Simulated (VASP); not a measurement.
# Ti (Im-3m) in VASP: notebook, part 2 of 2

VASP 6.6.1. Earlier steps stand in the parts before.

### 3 Single point, r2SCAN

This run uses another cell than the first one, of 17.04 Å³/atom, 1.324 times its volume.

The input, POSCAR:

```
Ti
1.0
   -1.6210518175      1.6210518175      1.6210518175
    1.6210518175     -1.6210518175      1.6210518175
    1.6210518175      1.6210518175     -1.6210518175
Ti
1
Direct
    0.0000000000      0.0000000000      0.0000000000
```

The input, INCAR.step1:

```
PREC = Accurate ; ENCUT = 520
ISMEAR = 0 ; SIGMA = 0.1
LREAL = False ; LASPH = True
NELM = 60 ; NBANDS = 12
GGA = PE ; ALGO = Normal
EDIFF = 1E-4 ; LWAVE = True
LCHARG = False
```

The input, INCAR.step2:

```
PREC = Accurate ; ENCUT = 520
EDIFF = 1E-6 ; ISMEAR = 0
SIGMA = 0.1 ; LREAL = False
LASPH = True ; NELM = 60
ALGO = Normal ; ISIF = 2
LWAVE = False ; LCHARG = True
METAGGA = R2SCAN ; LMIXTAU = True
LELF = True ; LVHAR = True
NBANDS = 12 ; ISTART = 1
```

The input, KPOINTS:

```
Automatic mesh
0
Gamma
  18 18 18
```

Potentials or basis: VASP PAW PBE potentials, release 64 (Ti_sv).

Started as:

```console
$ cat potpaw_PBE.64/Ti_sv/POTCAR > POTCAR
$ cp INCAR.step1 INCAR
$ mpirun -np 1 vasp_std > vasp.out
$ cp INCAR.step2 INCAR
$ mpirun -np 1 vasp_std > vasp.out
```

OUTCAR:

```text
PREC = Accurate
   ENCUT = 520
   EDIFF = 1E-6
   ISMEAR = 0
   LREAL = False
   LASPH = True
   NELM = 60
   ISIF = 2
   METAGGA = R2SCAN
   ISTART = 1

 ion  position               nearest neighbor table
   1  0.000  0.000  0.000-

  LATTYP: Found a body centered cubic cell.
 ALAT       =     3.2421036350

  Lattice vectors:

 A1 = (  -1.6210518175,   1.6210518175,   1.6210518175)
 A2 = (   1.6210518175,  -1.6210518175,   1.6210518175)
 A3 = (   1.6210518175,   1.6210518175,  -1.6210518175)

Analysis of symmetry for initial positions (statically):
=====================================================================
 Subroutine PRICEL returns:
 Original cell was already a primitive cell.

 Routine SETGRP: Setting up the symmetry group for a
 body centered cubic supercell.

 Subroutine GETGRP returns: Found 48 space group operations
 (whereof 48 operations were pure point group operations)
 out of a pool of 48 trial point group operations.

The static configuration has the point symmetry O_h .

Analysis of symmetry for dynamics (positions and initial velocities):
=====================================================================
 Subroutine PRICEL returns:
 Original cell was already a primitive cell.

 Routine SETGRP: Setting up the symmetry group for a
 body centered cubic supercell.

 Subroutine GETGRP returns: Found 48 space group operations
 (whereof 48 operations were pure point group operations)
 out of a pool of 48 trial point group operations.

The dynamic configuration has the point symmetry O_h .

 Subroutine INISYM returns: Found 48 space group operations
 (whereof 48 operations are pure point group operations),
 and found     1 'primitive' translations

----------------------------------------------------------------------------------------

                                     Primitive cell

  volume of cell :      17.0393

  direct lattice vectors                    reciprocal lattice vectors
    -1.621051817  1.621051817  1.621051817     0.000000000  0.308441713  0.308441713
     1.621051817 -1.621051817  1.621051817     0.308441713  0.000000000  0.308441713
     1.621051817  1.621051817 -1.621051817     0.308441713  0.308441713  0.000000000

  length of vectors
     2.807744110  2.807744110  2.807744110     0.436202454  0.436202454  0.436202454

  position of ions in fractional coordinates (direct lattice)
     0.000000000  0.000000000  0.000000000

  ion indices of the primitive-cell ions
   primitive index   ion index
                 1           1

----------------------------------------------------------------------------------------

 KPOINTS: Automatic mesh

Automatic generation of k-mesh.
 Grid dimensions read from file:
 generate k-points for:   18   18   18

 Generating k-lattice:

  Cartesian coordinates                     Fractional coordinates (reciprocal lattice)
     0.000000000  0.017135651  0.017135651     0.055555556  0.000000000  0.000000000
     0.017135651  0.000000000  0.017135651     0.000000000  0.055555556  0.000000000
     0.017135651  0.017135651  0.000000000     0.000000000  0.000000000  0.055555556

  Length of vectors
     0.024233470  0.024233470  0.024233470

  Shift w.r.t. Gamma in fractional coordinates (k-lattice)
     0.000000000  0.000000000  0.000000000

 Subroutine IBZKPT returns following result:
 ===========================================

 Found    195 irreducible k-points:

 Following reciprocal coordinates:
            Coordinates               Weight
  0.000000  0.000000  0.000000      1.000000
  0.055556  0.000000  0.000000     12.000000
  0.111111  0.000000  0.000000     12.000000
  0.166667  0.000000  0.000000     12.000000
  0.222222  0.000000  0.000000     12.000000
  0.277778  0.000000  0.000000     12.000000
[... 16 lines left out ...]
  0.333333  0.111111  0.000000     48.000000
  0.388889  0.111111 -0.000000     48.000000
 [... further k-points ...]
   k-points           NKPTS =    195   k-points in BZ     NKDIM =    195   number of bands    NBANDS=     12
   number of dos      NEDOS =    301   number of ions     NIONS =      1
   total plane-waves  NPLWV =  13824
   dimension x,y,z NGX =    24 NGY =   24 NGZ =   24
   dimension x,y,z NGXF=    48 NGYF=   48 NGZF=   48
   ions per type =               1
   NGX,Y,Z   is equivalent  to a cutoff of  14.21, 14.21, 14.21 a.u.
   NGXF,Y,Z  is equivalent  to a cutoff of  28.42, 28.42, 28.42 a.u.
 SYSTEM =  unknown system
   PREC   = accura    normal or accurate (medium, high low for compatibility)
   ISTART =      1    job   : 0-new  1-cont  2-samecut
   ICHARG =      0    charge: 1-file 2-atom 10-const
   ISPIN  =      1    spin polarized calculation?
   LNONCOLLINEAR =      F non collinear calculations
   LSORBIT =      F    spin-orbit coupling
   LASPH  =      T    aspherical Exc in radial PAW
   ENCUT  =  520.0 eV  38.22 Ry    6.18 a.u.   5.22  5.22  5.22*2*pi/ulx,y,z
   NELM   =     60;   NELMIN=  2; NELMDL=  0     # of ELM steps
   EDIFF  = 0.1E-05   stopping-criterion for ELM
   LREAL  =      F    real-space projection
   EDIFFG = 0.1E-04   stopping-criterion for IOM
   NSW    =      0    number of steps for IOM
   IBRION =     -1    ionic relax: 0-MD 1-quasi-New 2-CG
   NFREE  =      0    steps in history (QN), initial steepest desc. (CG)
   ISIF   =      2    stress and relaxation
   ISYM   =      2    0-nonsym 1-usesym 2-fastsym
   POTIM  = 0.5000    time-step for ionic-motion
   TEBEG  =    0.0;   TEEND  =   0.0 temperature during run
   PSTRESS=    0.0 pullay stress
   NELECT =      12.0000    total number of electrons
   NUPDOWN=      -1.0000    fix difference up-down
   EMIN   =  10.00;   EMAX   =-10.00  energy-range for DOS
   EFERMI =   0.00;   METHOD = LEGACY
   ISMEAR =     0;   SIGMA  =   0.10  broadening in eV -4-tet -1-fermi 0-gaus
   EFERMI_NEDOS =   21; number of points for ismear=-14 and -15
   IALGO  =     38    algorithm
   IMIX   =      4    mixing-type and parameters
     AMIX     =   0.40;   BMIX     =  1.00
     AMIX_MAG =   1.60;   BMIX_MAG =  1.00
  volume/ion in A,a.u.               =      17.04       114.99
  Fermi-wavevector in a.u.,A,eV,Ry     =   1.456526  2.752436 28.864339  2.121469
  Thomas-Fermi vector in A             =   2.573434
   LORBIT       =      0    0 simple, 1 ext, 2 COOP (PROOUT), +10 PAW based schemes
   METAGGA = R2SCAN    functional components
   LHFCALC =     F    Hartree Fock is set to
   AEXX    =    0.0000 exact exchange contribution
   IVDW    =     0    specifies the selected vdW correction
   LEPSILON=     F    determine dielectric tensor
   LRPA    =     F    only Hartree local field effects (RPA)
 non-spin polarized calculation
 Gauss-broadening in eV      SIGMA  =   0.10
  energy-cutoff  :      520.00
  volume of cell :       17.04
 maximum number of plane-waves:       470
 NGX is ok and might be reduce to    24
   NGX = 11   NGY = 11   NGZ = 11

 number of electron      11.9999996 magnetization

 Free energy of the ion-electron system (eV)
  ---------------------------------------------------
  ext. energy  EPLUGINS =         0.00000000
  ---------------------------------------------------
  free energy    TOTEN  =       -12.81839524 eV

  energy without entropy =      -12.80870405  energy(sigma->0) =      -12.81354964

 E-fermi :   8.3266     XC(G=0): -12.4979

 val. band max:        8.3101734797   @ k =   0.3333   0.0000   0.0000
 cond. band min:       8.3298498249   @ k =  -0.3889   0.3889   0.1111
 fundamental gap:      0.0196763452
 Fermi energy:         8.3265590214

 k-point     1 :       0.0000    0.0000    0.0000
  band No.  band energies     occupation
      1     -50.5424      2.00000
      2     -25.3232      2.00000
      3     -25.3232      2.00000
      4     -25.3232      2.00000
      5       1.9440      2.00000
      6       9.4866      0.00000
      7       9.4866      0.00000
      8       9.4866      0.00000
      9      11.3090      0.00000
     10      11.3090      0.00000
     11      26.5506      0.00000
     12      26.5506      0.00000
[... 331 lines left out ...]
 k-point    24 :       0.3889    0.1111   -0.0000
  band No.  band energies     occupation
      1     -50.3943      2.00000
      2     -26.0155      2.00000
      3     -25.5712      2.00000
      4     -25.3601      2.00000
      5       5.9217      2.00000
      6       8.0132      1.99999
      7       8.7513      0.00000
      8      11.2423      0.00000
      9      11.8103      0.00000
     10      13.2364      0.00000
     11      18.0704      0.00000
     12      22.0712      0.00000

 [... further k-points ...]
[... 5 lines left out ...]
  --------------------------------------------------------------------------------------
  -------------------------------------------------------------------------------------
  Total        0.1391752      0.1391752      0.1391752      0.0000000      0.0000000     -0.0000000
  in kB       13.0864446     13.0864446     13.0864446      0.0000000      0.0000000     -0.0000000
  external PRESSURE =      13.0864446 kB  Pullay stress =       0.0000000 kB

 VOLUME and BASIS-vectors are now :
 -----------------------------------------------------------------------------
  energy-cutoff  :      520.00
  volume of cell :       17.04
      direct lattice vectors                 reciprocal lattice vectors
    -1.621051817  1.621051817  1.621051817     0.000000000  0.308441713  0.308441713
     1.621051817 -1.621051817  1.621051817     0.308441713  0.000000000  0.308441713
     1.621051817  1.621051817 -1.621051817     0.308441713  0.308441713  0.000000000

 POSITION                                       TOTAL-FORCE (eV/Angst)
 -----------------------------------------------------------------------------------
      0.00000      0.00000      0.00000         0.000000      0.000000      0.000000
 -----------------------------------------------------------------------------------
    total drift:                                0.000000      0.000000      0.000000

  FREE ENERGIE OF THE ION-ELECTRON SYSTEM (eV)
  ---------------------------------------------------
  free  energy   TOTEN  =       -12.8183952409 eV

  energy  without entropy=      -12.8087040483  energy(sigma->0) =      -12.81354964
```

OSZICAR.step1:

```text
N       E                     dE             d eps       ncg     rms          rms(c)
DAV:   1     0.863436669015E+02    0.86344E+02   -0.64757E+03  4692   0.120E+03
DAV:   2    -0.443438128571E+01   -0.90778E+02   -0.88464E+02  4792   0.297E+02
DAV:   3    -0.863985649718E+01   -0.42055E+01   -0.41598E+01  6424   0.650E+01
DAV:   4    -0.872961942984E+01   -0.89763E-01   -0.89645E-01  5300   0.843E+00
DAV:   5    -0.873182425495E+01   -0.22048E-02   -0.22048E-02  5540   0.114E+00    0.841E+00
DAV:   6    -0.772203287153E+01    0.10098E+01   -0.23926E+00  5080   0.220E+01    0.215E+00
DAV:   7    -0.771920914175E+01    0.28237E-02   -0.72835E-02  5524   0.293E+00    0.127E+00
DAV:   8    -0.772947901403E+01   -0.10270E-01   -0.36192E-02  4916   0.216E+00    0.955E-02
DAV:   9    -0.772992296242E+01   -0.44395E-03   -0.26594E-03  5636   0.470E-01    0.801E-02
DAV:  10    -0.772997807889E+01   -0.55116E-04   -0.23170E-04  4964   0.167E-01
   1 F= -.77299781E+01 E0= -.77244253E+01  d E =-.111055E-01
```

It took 2.9 min on 1 thread of AMD EPYC 9R45 (Zen 5), shared host; peak memory 0.13 GiB.

Results:

| Property | Result |
| --- | --- |
| Free energy | -12.8184 eV |
| Pressure | 1.3 GPa |
| Band gap on the k mesh | zero (band 6 reaches 9.49 eV, above the bottom of band 7 at 7.64 eV) |

Caveat: the PAW data sets were made with another functional, which shifts forces and pressure a little.

### 4 Single point, r2SCAN

This run uses another cell than the first one, of 17.36 Å³/atom, 1.349 times its volume.

The input, POSCAR:

```
Ti
1.0
   -1.6311437213      1.6311437213      1.6311437213
    1.6311437213     -1.6311437213      1.6311437213
    1.6311437213      1.6311437213     -1.6311437213
Ti
1
Direct
    0.0000000000      0.0000000000      0.0000000000
```

The input, INCAR.step1:

```
ALGO = Normal
EDIFF = 1E-4
ENCUT = 520
GGA = PE
ISMEAR = 0
LASPH = True
LCHARG = False
LREAL = False
LWAVE = True
NBANDS = 12
NELM = 100
PREC = Accurate
SIGMA = 0.1
```

The input, INCAR.step2:

```
ALGO = Normal
EDIFF = 1E-6
ENCUT = 520
ISIF = 2
ISMEAR = 0
ISTART = 1
LASPH = True
LCHARG = False
LMIXTAU = True
LREAL = False
LWAVE = False
METAGGA = R2SCAN
NBANDS = 12
NELM = 100
PREC = Accurate
SIGMA = 0.1
```

The input, KPOINTS:

```
k-points
0
Gamma
  18 18 18
```

Started as:

```console
$ cat potpaw_PBE.64/Ti_sv/POTCAR > POTCAR
$ cp INCAR.step1 INCAR
$ mpirun -np 1 vasp_std > vasp.out
$ cp INCAR.step2 INCAR
$ mpirun -np 1 vasp_std > vasp.out
```

Run time: 2.7 min. Hardware: 1 thread of AMD EPYC 9R45 (Zen 5), shared host; peak memory 0.13 GiB.

The run converged. Its results:

* Free energy: -12.8194 eV
* Pressure: -0.8 GPa
* Band gap on the k mesh: zero (band 6 reaches 9.27 eV, above the bottom of band 7 at 7.44 eV)

Levels at points of the mesh, in eV from the Fermi level:
```tsv
k point	band 3	band 4	band 5	band 6	band 7	band 8	band 9	band 10
(0.00, 0.00, 0.00)	-33.71	-33.71	-6.35	1.14	1.14	1.14	2.92	2.92
(0.50, 0.00, 0.00)	-33.93	-33.72	-2.58	-0.34	0.96	2.93	3.28	4.48
(0.50, 0.50, 0.50)	-34.19	-34.19	-2.27	-2.27	4.12	4.12	4.12	8.75
```

Caveat: the PAW data sets were made with another functional, which shifts forces and pressure a little.

### 5 Overview

```csv
cell,k mesh,gap on the mesh (eV),pressure (GPa)
"a = 2.557 Å, angles 109.5°, 1 atom",20 × 20 × 20,none,50.9
"a = 2.808 Å, angles 109.5°, 1 atom",18 × 18 × 18,none,1.3
"a = 2.825 Å, angles 109.5°, 1 atom",18 × 18 × 18,none,-0.8
```

Alike in all rows: task single point; level r2SCAN; potentials or basis VASP PAW PBE potentials, release 64 (Ti_sv); no spin polarisation; cutoff (eV) 520; smearing gaussian 0.1 eV.

Caveats: the PAW data sets were made with another functional, which shifts forces and pressure a little.

Total energies depend on the potentials used, so only differences within one code and one set of settings carry meaning.
